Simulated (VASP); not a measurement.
# SiNi (rocksalt type) (Fm-3m) in VASP: further runs, part 2 of 2

VASP 6.6.1.

### 4 Single point, PBEsol (8.22 Å³/atom)

This run uses another cell than the first one, of 8.22 Å³/atom.

Contents of INCAR:

```
PREC = Accurate ; ENCUT = 520
EDIFF = 1E-7 ; ISMEAR = -1
SIGMA = 0.08 ; LREAL = False
LASPH = True ; NELM = 60
ALGO = Normal ; ISIF = 2
LWAVE = False ; LCHARG = False
GGA = PS ; NBANDS = 14
```

Contents of KPOINTS:

```
regular mesh
0
Gamma
  14 14 14
```

Contents of POSCAR:

```
SiNi
1.0
    0.0000000000      2.0181660347      2.0181660347
    2.0181660347      0.0000000000      2.0181660347
    2.0181660347      2.0181660347      0.0000000000
Ni Si
1 1
Direct
    0.0000000000      0.0000000000      0.0000000000
    0.5000000000      0.5000000000      0.5000000000
```

On the command line:

```bash
$ cat potpaw_PBE.64/Ni/POTCAR potpaw_PBE.64/Si/POTCAR > POTCAR
$ mpirun -np 1 vasp_std > vasp.out
```

It took 39 s on 1 thread of Intel Xeon 8259CL, shared host; peak memory 0.15 GiB.

The run converged. Its results:

* Free energy: -8.3523 eV
* Pressure: 186.2 GPa
* Band gap on the k mesh: zero (bands 7 and 8 overlap by 8.25 eV)

Levels at points of the mesh, in eV from the Fermi level:
```
           k point  band 5  band 6  band 7  band 8  band 9  band 10
(0.00, 0.00, 0.00)   -5.08   -5.08    6.49    6.49    6.49    11.91
(0.50, 0.00, 0.00)   -3.59   -3.59   -2.10    6.83    6.83     8.30
(0.50, 0.50, 0.00)   -3.21   -3.21   -1.14   -0.54   -0.54     7.01
```

Caveat: the cell stands under pressure; the PAW data sets were made with another functional, which shifts forces and pressure a little. Spin polarisation is off, so any magnetic state and its effect on volume and gap are missing.

### 5 Single point, PBEsol (8.22 Å³/atom)

This run uses another cell than the first one, of 8.22 Å³/atom.

Contents of INCAR:

```
SYSTEM = SiNi
  ALGO = Normal
  EDIFF = 1E-6
  ENCUT = 520
  GGA = PS
  ISIF = 2
  ISMEAR = -1
  LASPH = .TRUE.
  LCHARG = .FALSE.
  LREAL = .FALSE.
  LWAVE = .FALSE.
  NBANDS = 14
  NELM = 80
  PREC = Accurate
  SIGMA = 0.08
```

Contents of KPOINTS:

```
k-points
0
G
  14 14 14
  0 0 0
```

POSCAR is that of step 4.

Potentials or basis: VASP PAW PBE potentials, release 64 (Ni, Si).

On the command line:

```bash
$ cat potpaw_PBE.64/Ni/POTCAR potpaw_PBE.64/Si/POTCAR > POTCAR
$ mpirun -np 1 vasp_std > vasp.out
```

OUTCAR:

```text
SYSTEM = SiNi
   EDIFF = 1E-6
   ENCUT = 520
   GGA = PS
   ISIF = 2
   ISMEAR = -1
   LASPH = .TRUE.
   LREAL = .FALSE.
   NELM = 80
   PREC = Accurate

 ion  position               nearest neighbor table
   1  0.000  0.000  0.000-   2 2.02   2 2.02   2 2.02   2 2.02   2 2.02   2 2.02
   2  0.500  0.500  0.500-   1 2.02   1 2.02   1 2.02   1 2.02   1 2.02   1 2.02

  LATTYP: Found a face centered cubic cell.
 ALAT       =     4.0363320694

  Lattice vectors:

 A1 = (   0.0000000000,   2.0181660347,   2.0181660347)
 A2 = (   2.0181660347,   0.0000000000,   2.0181660347)
 A3 = (   2.0181660347,   2.0181660347,   0.0000000000)

Analysis of symmetry for initial positions (statically):
=====================================================================
 Subroutine PRICEL returns:
 Original cell was already a primitive cell.

 Routine SETGRP: Setting up the symmetry group for a
 face centered cubic supercell.

 Subroutine GETGRP returns: Found 48 space group operations
 (whereof 48 operations were pure point group operations)
 out of a pool of 48 trial point group operations.

The static configuration has the point symmetry O_h .

[... 174 lines left out ...]
      6      12.0893      2.00000
      7      23.6633      0.00000
      8      23.6633      0.00000
      9      23.6633      0.00000
     10      29.0814      0.00000
     11      29.0814      0.00000
     12      29.0814      0.00000
     13      29.2015      0.00000
     14      35.4097      0.00000
[... 377 lines left out ...]
      1       2.4750      2.00000
      2      10.7066      2.00000
      3      11.0447      2.00000
      4      11.7829      2.00000
      5      12.5217      2.00000
      6      12.8257      2.00000
      7      18.8096      0.00000
      8      21.2480      0.00000
      9      24.3910      0.00000
     10      25.3844      0.00000
     11      27.1029      0.00000
     12      30.8584      0.00000
     13      30.9900      0.00000
     14      35.3933      0.00000

 [... further k-points ...]

------------------------ aborting loop because EDIFF is reached ----------------------------------------

  FORCE on cell =-STRESS in cart. coord.  units (eV):
  Direction    XX          YY          ZZ          XY          YZ          ZX
  --------------------------------------------------------------------------------------
  -------------------------------------------------------------------------------------
  Total       19.1020711     19.1020711     19.1020711      0.0000000      0.0000000     -0.0000000
  in kB     1861.6171261   1861.6171261   1861.6171261      0.0000000      0.0000000     -0.0000000
  external PRESSURE =    1861.6171261 kB  Pullay stress =       0.0000000 kB

 VOLUME and BASIS-vectors are now :
 -----------------------------------------------------------------------------
  energy-cutoff  :      520.00
  volume of cell :       16.44
      direct lattice vectors                 reciprocal lattice vectors
     0.000000000  2.018166035  2.018166035    -0.247749685  0.247749685  0.247749685
     2.018166035  0.000000000  2.018166035     0.247749685 -0.247749685  0.247749685
     2.018166035  2.018166035  0.000000000     0.247749685  0.247749685 -0.247749685

 POSITION                                       TOTAL-FORCE (eV/Angst)
 -----------------------------------------------------------------------------------
      0.00000      0.00000      0.00000        -0.000000     -0.000000     -0.000000
      2.01817      2.01817      2.01817         0.000000      0.000000      0.000000
 -----------------------------------------------------------------------------------
    total drift:                                0.000000     -0.000000     -0.000000

  FREE ENERGIE OF THE ION-ELECTRON SYSTEM (eV)
  ---------------------------------------------------
  free  energy   TOTEN  =        -8.3523259791 eV

  energy  without entropy=       -8.3340642980  energy(sigma->0) =       -8.34319514
```

OSZICAR:

```text
N       E                     dE             d eps       ncg     rms          rms(c)
DAV:   1     0.562263111762E+02    0.56226E+02   -0.64005E+03  3038   0.125E+03
DAV:   2    -0.763640143090E+01   -0.63863E+02   -0.57689E+02  3254   0.224E+02
DAV:   3    -0.997355078776E+01   -0.23371E+01   -0.23087E+01  3416   0.455E+01
DAV:   4    -0.999591626692E+01   -0.22365E-01   -0.22358E-01  3296   0.416E+00
DAV:   5    -0.999631722018E+01   -0.40095E-03   -0.40095E-03  3530   0.574E-01    0.205E+01
DAV:   6    -0.989603361741E+01    0.10028E+00   -0.18828E+01  3044   0.913E+01    0.111E+01
DAV:   7    -0.843735975692E+01    0.14587E+01   -0.60240E+00  3200   0.541E+01    0.563E+00
DAV:   8    -0.836308313290E+01    0.74277E-01   -0.73618E-02  3828   0.292E+00    0.156E+00
DAV:   9    -0.835223871175E+01    0.10844E-01   -0.19049E-02  3798   0.271E+00    0.226E-01
DAV:  10    -0.835233973010E+01   -0.10102E-03   -0.15256E-03  3026   0.330E-01    0.675E-02
DAV:  11    -0.835233288149E+01    0.68486E-05   -0.13536E-05  3782   0.424E-02    0.319E-02
DAV:  12    -0.835232577669E+01    0.71048E-05   -0.64549E-06  2808   0.429E-02    0.732E-03
DAV:  13    -0.835232597909E+01   -0.20240E-06   -0.59866E-07  1654   0.620E-03
   1 F= -.83523260E+01 E0= -.83431951E+01  d E =-.182617E-01
```

It took 34 s on 1 thread of Intel Xeon 8259CL, shared host; peak memory 0.15 GiB.

Results:

* Free energy: -8.3523 eV
* Pressure: 186.2 GPa
* Band gap on the k mesh: zero (bands 7 and 8 overlap by 8.25 eV)

Levels at points of the mesh, in eV from the Fermi level:
```
           k point  band 5  band 6  band 7  band 8  band 9  band 10
(0.00, 0.00, 0.00)   -5.08   -5.08    6.49    6.49    6.49    11.91
(0.50, 0.00, 0.00)   -3.59   -3.59   -2.10    6.83    6.83     8.30
(0.50, 0.50, 0.00)   -3.21   -3.21   -1.14   -0.54   -0.54     7.01
```

Caveat: the cell stands under pressure; the PAW data sets were made with another functional, which shifts forces and pressure a little. Spin polarisation is off, so any magnetic state and its effect on volume and gap are missing.

### 6 Single point, PBEsol (9.25 Å³/atom)

This run uses another cell than the first one, of 9.25 Å³/atom.

Contents of INCAR:

```
PREC     = Accurate       # precision mode
ENCUT    = 520            # plane-wave cutoff, eV
EDIFF    = 1E-6           # SCF threshold, eV
ISMEAR   = -1             # smearing method
SIGMA    = 0.08           # smearing width, eV
LREAL    = False          # projectors in reciprocal space
LASPH    = True           # aspherical terms in the spheres
NELM     = 60             # most SCF steps
ALGO     = Normal         # electronic algorithm
ISIF     = 2              # what is computed and relaxed
LWAVE    = False          # write WAVECAR
LCHARG   = False          # write CHGCAR
GGA      = PS             # functional
NBANDS   = 14             # bands
```

Contents of KPOINTS:

```
Automatic mesh
0
Gamma
  14 14 14
```

Contents of POSCAR:

```
SiNi
1.0
    0.0000000000      2.0989772605      2.0989772605
    2.0989772605      0.0000000000      2.0989772605
    2.0989772605      2.0989772605      0.0000000000
Ni Si
1 1
Direct
    0.0000000000      0.0000000000      0.0000000000
    0.5000000000      0.5000000000      0.5000000000
```

Potentials or basis: VASP PAW PBE potentials, release 64 (Ni, Si).

On the command line:

```bash
$ cat potpaw_PBE.64/Ni/POTCAR potpaw_PBE.64/Si/POTCAR > POTCAR
$ mpirun -np 1 vasp_std > vasp.out
```

It took 30 s on 1 thread of Intel Xeon 8259CL, shared host; peak memory 0.16 GiB.

It converged, with:

| Property | Result |
| --- | --- |
| Free energy | -10.1860 eV |
| Pressure | 106.4 GPa |
| Band gap on the k mesh | zero (bands 7 and 8 overlap by 7.29 eV) |

Levels at points of the mesh, in eV from the Fermi level:
| k point | band 3 | band 4 | band 5 | band 6 | band 7 | band 8 | band 9 | band 10 | band 11 | band 12 |
| --- | --- | --- | --- | --- | --- | --- | --- | --- | --- | --- |
| (0.00, 0.00, 0.00) | -4.44 | -4.44 | -4.28 | -4.28 | 5.78 | 5.78 | 5.78 | 11.42 | 11.42 | 11.42 |
| (0.50, 0.00, 0.00) | -5.37 | -5.37 | -3.02 | -3.02 | -1.85 | 6.72 | 6.72 | 7.93 | 8.05 | 8.05 |
| (0.50, 0.50, 0.00) | -6.03 | -3.67 | -2.70 | -2.70 | -1.03 | -0.45 | -0.45 | 6.44 | 6.78 | 20.63 |

Caveat: the cell stands under pressure; the PAW data sets were made with another functional, which shifts forces and pressure a little. Spin polarisation is off, so any magnetic state and its effect on volume and gap are missing.

### 7 The runs side by side

| cell | gap on the mesh (eV) | pressure (GPa) |
| --- | --- | --- |
| a = 2.714 Å, angles 60.0°, 2 atoms | none | 344.3 |
| a = 2.854 Å, angles 60.0°, 2 atoms | none | 186.2 |
| a = 2.968 Å, angles 60.0°, 2 atoms | none | 106.4 |

Alike in all rows: task single point; level PBEsol; potentials or basis VASP PAW PBE potentials, release 64 (Ni, Si); no spin polarisation; k mesh 14 × 14 × 14; cutoff (eV) 520; smearing fermi-dirac 0.08 eV.

Caveats: the cell stands under pressure; the PAW data sets were made with another functional, which shifts forces and pressure a little.

Total energies depend on the potentials used, so only differences within one code and one set of settings carry meaning.
